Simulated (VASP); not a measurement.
Wanted: the native input for a VASP 6.6.1 run.

| Quantity | Value |
| --- | --- |
| Task | single point |
| Functional | PBE |
| Potentials or basis | VASP PAW PBE potentials, release 64 (In_d, Sb) |
| Cutoff | 520 eV |
| k mesh | 16 × 16 × 16 |
| Occupations | gaussian, width 0.15 eV |
| Spin | no spin polarisation |
| Dipole correction | no |
| Further INCAR settings | ALGO = Normal; EDIFF = 1e-07; NBANDS = 16 |

The structure of InSb lies in POSCAR:

```
InSb
1.0
   -2.9581623212      2.9581623212      1.6177544584
    2.9581623212     -2.9581623212      1.6177544584
    2.9581623212      2.9581623212     -1.6177544584
In Sb
1 1
Direct
    0.2500000000      0.7500000000      0.5000000000
    0.0000000000      0.0000000000      0.0000000000
```

One way to write it, as run:

INCAR

```
SYSTEM = InSb
PREC     = Accurate       ! precision mode
ENCUT    = 520            ! plane-wave cutoff, eV
EDIFF    = 1E-7           ! SCF threshold, eV
ISMEAR   = 0              ! smearing method
SIGMA    = 0.15           ! smearing width, eV
LREAL    = .False.        ! projectors in reciprocal space
LASPH    = .True.         ! aspherical terms in the spheres
NELM     = 80             ! most SCF steps
ALGO     = Normal         ! electronic algorithm
ISIF     = 2              ! what is computed and relaxed
LWAVE    = .False.        ! write WAVECAR
LCHARG   = .False.        ! write CHGCAR
GGA      = PE             ! functional
NBANDS   = 16             ! bands
```

KPOINTS

```
Automatic mesh
0
Gamma
  16 16 16
  0 0 0
```

Potentials or basis: VASP PAW PBE potentials, release 64 (In_d, Sb).

Command:

```sh
$ cat potpaw_PBE.64/In_d/POTCAR potpaw_PBE.64/Sb/POTCAR > POTCAR
$ mpirun -np 1 vasp_std > vasp.out
```

It gave:

```json
{
  "Pressure": "0.0 GPa",
  "Band gap on the k mesh": "zero (band 9 reaches 8.73 eV, above the bottom of band 10 at 4.53 eV)"
}
```

Caveat: spin-orbit coupling is left out, which moves the levels of the heavy elements.

It took 16 min on 1 thread of AMD EPYC 7R13, on a shared host, peak memory 0.43 GiB.
